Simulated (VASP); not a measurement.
The system is Sn.

```
CELL_PARAMETERS angstrom
-1.72654 1.77555 2.33834
1.72654 -1.77555 2.33834
1.72654 1.77555 -2.33834
ATOMIC_POSITIONS crystal
Sn 0.00000 0.00000 0.00000
```

| Item | Value |
| --- | --- |
| Program | VASP 6.6.1 |
| Task | relaxation of cell and atoms |
| Functional | PBEsol |
| Potentials or basis | VASP PAW PBE potentials, release 64 (Sn_d) |
| Cutoff | 600 eV |
| k mesh | 11 × 11 × 11 |
| Occupations | fermi-dirac, width 0.05 eV |
| Spin | no spin polarisation |

At the start: pressure -3.6 GPa; volume 28.67 Å³/atom.

**Question.** Where does the relaxation end?

**Answer.** Over 23 steps the energy falls by 28.3 meV/atom and the volume is 26.58 Å³/atom (-7.3 %); space group Immm (No. 71, to 0.1 Å) before, I4/mmm (No. 139, to 0.1 Å).

Step by step:
```tsv
step	energy change (eV)	largest force (eV/Å)	pressure (GPa)	volume (Å³)
1	0.0000	0.0000	-3.60	28.67
2	-0.0259	0.0000	1.09	26.08
3	-0.0272	0.0000	0.13	26.51
4	-0.0272	0.0000	0.01	26.55
5	-0.0280	0.0000	0.01	26.57
6	-0.0282	0.0000	0.01	26.59
7	-0.0282	0.0000	-0.03	26.59
8	-0.0282	0.0000	-0.05	26.59
9	-0.0282	0.0000	-0.04	26.59
10	-0.0282	0.0000	-0.05	26.59
11	-0.0282	0.0000	0.00	26.56
12	-0.0282	0.0000	0.10	26.49
13	-0.0283	0.0000	0.10	26.54
14	-0.0283	0.0000	0.00	26.59
15	-0.0283	0.0000	-0.01	26.57
16	-0.0283	0.0000	-0.01	26.55
17	-0.0283	0.0000	0.02	26.55
18	-0.0283	0.0000	0.09	26.54
19	-0.0283	0.0000	0.09	26.54
20	-0.0283	0.0000	-0.11	26.60
21	-0.0283	0.0000	0.03	26.57
22	-0.0283	0.0000	-0.02	26.58
23	-0.0283	0.0000	0.01	26.58
```

Final structure:
```
CELL_PARAMETERS angstrom
-1.69644 1.69676 2.30822
1.69644 -1.69676 2.30822
1.69644 1.69676 -2.30822
ATOMIC_POSITIONS crystal
Sn 0.00000 0.00000 0.00000
```

Caveat: the PAW data sets were made with another functional, which shifts forces and pressure a little.
